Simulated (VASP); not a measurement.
A run of VASP 6.6.1 is set up as follows.

The input INCAR:

```
PREC = Accurate
ENCUT = 520
EDIFF = 1E-6
ISMEAR = -1
SIGMA = 0.05
LREAL = F
LASPH = T
NELM = 60
ALGO = Normal
ISIF = 2
LWAVE = F
LCHARG = T
GGA = PS
LELF = T
LVHAR = T
NBANDS = 33
```

KPOINTS

```
regular mesh
0
Gamma
  4 4 4
```

File POSCAR:

```
YBeCl5
1.0
    7.0430070322      0.6465365929     -0.2392842473
    0.6643720068      3.6362717795      0.5410111228
   -0.4175229475      0.8574834683      7.6378875163
Y Be Cl
1 1 5
Direct
    0.2302284761      0.6173068568     -0.0128257290
    0.2298879866     -0.1583527982      0.5378360301
    0.2301767745      0.4171649070      0.3874129735
   -0.0050636707      0.8968831207      0.6603071677
    0.4838168673     -0.0698228514      0.1106854334
    0.4649506216     -0.3681659716      0.7247412559
   -0.0232779305      0.2158887832      0.0406487755
```

Potentials or basis: VASP PAW PBE potentials, release 64 (Y_sv, Be, Cl).

Command:

```bash
$ cat potpaw_PBE.64/Y_sv/POTCAR potpaw_PBE.64/Be/POTCAR potpaw_PBE.64/Cl/POTCAR > POTCAR
$ mpirun -np 1 vasp_std > vasp.out
```

Task: What does it give for the band gap on the k mesh?

Result: 3.87 eV, direct.

Task: Predict the pressure.

Result: 0.0 GPa.

Task: Estimate the largest force.

Result: 0.016 eV/Å.

Forces on the atoms (eV/Å):
```
Y    0.002 -0.001 -0.009
Be   0.000  0.001 -0.002
Cl  -0.003 -0.001 -0.012
Cl  -0.011  0.003  0.004
Cl  -0.008  0.001  0.000
Cl   0.011 -0.001  0.011
Cl   0.008 -0.002  0.007
```

Caveat: the k points lie up to 0.45 Å⁻¹ apart; the PAW data sets were made with another functional, which shifts forces and pressure a little. A k mesh can miss the band edges.
